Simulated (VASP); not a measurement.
Set up this calculation in VASP 6.6.1, as the native input.

```
Task                   : single point
Functional             : PBE
Potentials or basis    : VASP PAW PBE potentials, release 64 (Sn_d, O)
Cutoff                 : 520 eV
k mesh                 : 1 × 1 × 1
Occupations            : fermi-dirac, width 0.05 eV
Spin                   : no spin polarisation
Dipole correction      : no
Further INCAR settings : LREAL = Auto; ALGO = Normal; EDIFF = 1e-06; NBANDS = 107; ISYM = 0
```

The structure of SnO2 lies in POSCAR:

```
SnO2
1.0
    6.8133110000     -0.0677660000     -0.0220850000
   -0.0677660000      6.5981650000     -0.0994380000
   -0.0220850000     -0.0994380000      6.3785550000
Sn O
7 14
Direct
    0.8307680444      0.7183050685      0.8245593762
    0.9758254222      0.2846068133      0.6765414481
    0.5968183206      1.0226856378      0.5004987097
    0.3515021395      0.8205892685      0.1164292979
    0.4898996726      0.3224279173      0.9956159383
    0.9696774068      0.1462828950      0.1479164802
    0.4138090746      0.5681016355      0.5566196206
    0.8126687383      0.2323569426      0.4116347509
    0.7993414317      0.0308645715      0.7380213178
    0.5059766644      0.6832199773      0.8707850795
    0.2256131419      0.2013099841      0.3010880252
    0.1817077465      0.2052064070      0.9181512631
    0.5641157849      0.0569324136      0.1384741125
    0.0327829668      0.8479323007      0.0739220253
    0.2214642791      0.2048889924      0.5202400528
    0.0741132135      0.5827716312      0.6902092144
    0.7976088813      0.3934355368      0.9670732062
    0.6921474360      0.7205024266      0.5235305483
    0.5375239167      0.3053779546      0.6596500914
    0.3268775752      0.8653838956      0.4714047516
    0.3923890236      0.5454145952      0.2229515695
```

The input as run:

INCAR

```
SYSTEM = SnO2
PREC = Accurate
ENCUT = 520
EDIFF = 1E-6
ISMEAR = -1
SIGMA = 0.05
LREAL = Auto
LASPH = .True.
NELM = 60
ALGO = Normal
ISIF = 2
LWAVE = .False.
LCHARG = .True.
GGA = PE
LELF = .True.
LVHAR = .True.
NBANDS = 107
ISYM = 0
```

KPOINTS

```
Automatic mesh
0
Gamma
  1 1 1
  0 0 0
```

Potentials or basis: VASP PAW PBE potentials, release 64 (Sn_d, O).

Command:

```sh
$ cat potpaw_PBE.64/Sn_d/POTCAR potpaw_PBE.64/O/POTCAR > POTCAR
$ mpirun -np 1 vasp_gam > vasp.out
```

It gave:

```
Pressure               : 3.5 GPa
Largest force          : 2.271 eV/Å
Band gap on the k mesh : 2.02 eV
```

Caveat: the k points lie up to 0.99 Å⁻¹ apart; spin-orbit coupling is left out, which moves the levels of the heavy elements.

Wall time 62 s on 1 thread of AMD EPYC 9R45 (Zen 5) (shared host), peak memory 0.28 GiB.
